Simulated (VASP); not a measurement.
Crystal: Na.

```
Na
1.0
    -2.08429    2.08429    2.08429
     2.08429   -2.08429    2.08429
     2.08429    2.08429   -2.08429
Na
1
Cartesian
  0.0000 0.0000 0.0000
```

Base run:

```yaml
Program: VASP 6.6.1
Functional: r2SCAN
Potentials_or_basis: VASP PAW PBE potentials, release 64 (Na_pv)
Cutoff: 550 eV
k_mesh: 10 × 10 × 10
Occupations: methfessel-paxton, width 0.05 eV
Spin: no spin polarisation
```

Its results: band gap on the k mesh zero (an odd number of electrons rules out a gap without spin polarisation); pressure 0.4 GPa.

**Question.** The run is repeated on the same cell with these changes: functional from r2SCAN to PBEsol; cutoff from 550 eV to 500 eV; k mesh from 10 × 10 × 10 to 7 × 7 × 7. What comes out?

**Answer.** Band gap on the k mesh zero (an odd number of electrons rules out a gap without spin polarisation); pressure 0.0 GPa.

Several settings changed at once.

Caveats: the PAW data sets were made with another functional, which shifts forces and pressure a little.
